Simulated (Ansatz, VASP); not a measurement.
**C in VASP and in Ansatz**

File INCAR:

```
SYSTEM = C
PREC = Accurate
ENCUT = 520
EDIFF = 1E-6
ISMEAR = 0
SIGMA = 0.15
LREAL = .FALSE.
LASPH = .TRUE.
NELM = 100
ALGO = Normal
ISIF = 2
LWAVE = .FALSE.
LCHARG = .TRUE.
GGA = PE
LELF = .TRUE.
LVHAR = .TRUE.
NBANDS = 16
```

The input KPOINTS:

```
regular mesh
0
G
  18 18 6
  0 0 0
```

The input POSCAR:

```
C
1.0
    2.4665231295      0.0000000000      0.0000000000
   -1.2332615647      2.1360716891      0.0000000000
    0.0000000000      0.0000000000      8.5653080463
C
4
Direct
   -0.1398067164      0.0666163476      0.0025000000
    0.1398067164     -0.0666163476      0.5025000000
    0.1935239585      0.7332842810      0.0025000000
    0.8064760415      0.2667157190      0.5025000000
```

Input for Ansatz:

```yaml
crystal:
  lattice:
    - [2.4665231295, 0.0, 0.0]
    - [-1.2332615647, 2.1360716891, 0.0]
    - [0.0, 0.0, 8.5653080463]
  atoms:
    - { symbol: C, position: [-0.1398067164, 0.0666163476, 0.0025] }
    - { symbol: C, position: [0.1398067164, -0.0666163476, 0.5025] }
    - { symbol: C, position: [0.1935239585, 0.733284281, 0.0025] }
    - { symbol: C, position: [0.8064760415, 0.266715719, 0.5025] }
basis:
  ecutwfc: 520.0
kpoints:
  mp_grid: { grid: [18, 18, 6] }
hamiltonian:
  xc: pbe
  pseudopotentials: { kind: paw, azcp: { folder: soft_1 } }
scf:
  occupations: { method: gaussian, width: 0.15 }
output:
  forces: true
  stress: true
  eigenvalues: true
```

Change from the starting cell: mode 4 frozen in at -0.427 Å and mode 5 at +0.142 Å (largest displacements).

Alike in both runs: task single point; functional PBE; k mesh 18 × 18 × 6; occupations gaussian, width 0.15 eV; no spin polarisation.

|  | VASP | Ansatz |
| --- | --- | --- |
| version | VASP 6.6.1 | Ansatz 0.2.0 |
| potentials or method | VASP PAW PBE potentials, release 64 (C), cutoff 520 eV | scalar-relativistic, plane waves, PAW |
| valence electrons in the cell | 16 | 16 |

|  | VASP | Ansatz | Ansatz less VASP |
| --- | --- | --- | --- |
| gap on the k mesh at the Fermi level (eV) | none | none | - |
| pressure (GPa) | 0.4 | 0.0 | -0.35 |
| traceless stress, the component that is largest in VASP (GPa) | -0.35 | 0.07 | +0.418 |

A gap of «none» marks a metal or a gap that the smearing closes.
